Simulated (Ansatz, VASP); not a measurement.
# One calculation of LiC18, two programs

```
CELL_PARAMETERS angstrom
7.39800 0.00000 0.00000
-3.69900 6.40686 0.00000
0.00000 0.00000 12.00000
ATOMIC_POSITIONS crystal
C 0.98847 0.99477 0.08455
C 0.21180 0.10644 0.08462
C 0.98902 0.32755 0.08551
C 0.21122 0.43865 0.08553
C 0.98847 0.65978 0.08454
C 0.21180 0.77145 0.08461
C 0.32347 0.99477 0.08464
C 0.54556 0.10582 0.08562
C 0.32284 0.32853 0.08561
C 0.54458 0.43866 0.08550
C 0.32284 0.66039 0.08561
C 0.54458 0.77200 0.08550
C 0.65568 0.99420 0.08551
C 0.87742 0.10581 0.08557
C 0.65568 0.32756 0.08551
C 0.87742 0.43768 0.08556
C 0.65471 0.66039 0.08553
C 0.87680 0.77144 0.08449
Li 0.09962 0.88280 0.22350
```

Alike in both runs: functional PBE; k mesh 2 × 2 × 1; occupations gaussian, width 0.05 eV; collinear spin.

Ansatz relaxed the structure, and its values are those at the end. VASP's run is a single point on that final structure, the one shown.

|  | VASP | Ansatz |
| --- | --- | --- |
| version | VASP 6.6.1 | Ansatz 0.2.0 |
| potentials or method | VASP PAW PBE potentials, release 64 (C, Li_sv), cutoff 520 eV | scalar-relativistic, plane waves, PAW |
| valence electrons in the cell | 75 | 75 |

```csv
,VASP,Ansatz,Ansatz less VASP
rms of the force components (eV/Å),0.004,0.001,-0.0028
net moment per atom (μB),0.00,0.00,0.000
```

Ansatz's warnings: filled band counts differ across k points, seeded moment not kept.

The k mesh is coarse, so the values compare programs but aren't converged. Noted on VASP's run: the cutoff is under 1.25 times that of the potentials, so the pressure is a little rough.
